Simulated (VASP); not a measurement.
Write the native input for VASP 6.6.1 that does the following.

```yaml
Task: relaxation of cell and atoms
Functional: r2SCAN
Potentials_or_basis: VASP PAW PBE potentials, release 64 (Se)
Cutoff: 600 eV
k_mesh: 6 × 6 × 6
Occupations: fermi-dirac, width 0.02 eV
Spin: no spin polarisation
Dipole_correction: no
Further_INCAR_settings: ALGO = Normal; EDIFF = 1e-07; IBRION = 2; EDIFFG = -0.02; NSW = 80; ISIF = 3
```

The system is Se.

```xyz
2
Lattice="0.0000 3.1409 3.1409 3.1409 0.0000 3.1409 3.1409 3.1409 0.0000" Properties=species:S:1:pos:R:3 pbc="T T T"
Se    0.0000    0.0000    0.0000
Se    1.5705    1.5705    1.5705
```

This isn't the form of Se at room conditions, which is trigonal, of chains.

These files were run (other wordings do the same):

POSCAR

```
Se
1.0
    0.0000000000      3.1409375656      3.1409375656
    3.1409375656      0.0000000000      3.1409375656
    3.1409375656      3.1409375656      0.0000000000
Se
2
Direct
    0.0000000000      0.0000000000      0.0000000000
    0.2500000000      0.2500000000      0.2500000000
```

INCAR.step1

```
SYSTEM = Se
  ALGO = Normal
  EDIFF = 1E-4
  ENCUT = 600
  GGA = PE
  ISMEAR = -1
  LASPH = .True.
  LCHARG = .False.
  LREAL = .False.
  LWAVE = .True.
  NELM = 80
  PREC = Accurate
  SIGMA = 0.02
```

INCAR.step2

```
SYSTEM = Se
  ALGO = Normal
  EDIFF = 1E-7
  EDIFFG = -0.02
  ENCUT = 600
  IBRION = 2
  ISIF = 3
  ISMEAR = -1
  ISTART = 1
  LASPH = .True.
  LCHARG = .False.
  LMIXTAU = .True.
  LREAL = .False.
  LWAVE = .False.
  METAGGA = R2SCAN
  NELM = 80
  NSW = 80
  PREC = Accurate
  SIGMA = 0.02
```

KPOINTS

```
k-points
0
Gamma
  6 6 6
  0 0 0
```

Potentials or basis: VASP PAW PBE potentials, release 64 (Se).

Command:

```bash
$ cat potpaw_PBE.64/Se/POTCAR > POTCAR
$ cp INCAR.step1 INCAR
$ mpirun -np 1 vasp_std > vasp.out
$ cp INCAR.step2 INCAR
$ mpirun -np 1 vasp_std > vasp.out
```

It gave:

```json
{
 "Pressure after relaxing": "0.1 GPa",
 "Band gap on the k mesh": "zero (bands 6 and 7 overlap by 1.14 eV)"
}
```

Caveat: the relaxation stopped at its first step, so nothing moved; the PAW data sets were made with another functional, which shifts forces and pressure a little.

It took 20 s on 1 thread of Intel(R) Xeon(R) 6975P-C (Granite Rapids) (shared host), peak memory 0.21 GiB.
